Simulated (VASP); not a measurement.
TiB2: single point with PBE

The system is TiB2.

```
CELL_PARAMETERS angstrom
2.98826 0.00000 0.00000
-1.49413 2.58791 0.00000
0.00000 0.00000 3.18477
ATOMIC_POSITIONS crystal
Ti 0.00000 0.00000 0.00000
B 0.33333 0.66667 0.50000
B 0.66667 0.33333 0.50000
```

* Program: VASP 6.6.1
* Task: single point
* Functional: PBE
* Potentials or basis: VASP PAW PBE potentials, release 64 (Ti_sv, B)
* Cutoff: 520 eV
* k mesh: 11 × 11 × 9
* Occupations: fermi-dirac, width 0.15 eV
* Spin: no spin polarisation
* Dipole correction: no
* Further INCAR settings: ALGO = Normal; EDIFF = 1e-06; NBANDS = 16

```json
{
 "Pressure": "11.9 GPa",
 "Band gap on the k mesh": "zero (band 9 reaches 10.65 eV, above the bottom of band 10 at 10.18 eV)"
}
```

Stress tensor (GPa, compression positive):
```
13.06  0.00  0.00
 0.00 13.06  0.00
 0.00  0.00  9.59
```

Levels at points of the mesh, in eV from the Fermi level:
| k point | band 6 | band 7 | band 8 | band 9 | band 10 | band 11 | band 12 | band 13 |
| --- | --- | --- | --- | --- | --- | --- | --- | --- |
| (0.00, 0.00, 0.00) | -2.66 | -2.66 | -2.31 | -2.18 | 2.04 | 2.04 | 3.88 | 3.88 |

It took 14 s on 1 thread of Intel(R) Xeon(R) Platinum 8488C (Sapphire Rapids), on a shared host, peak memory 0.15 GiB.
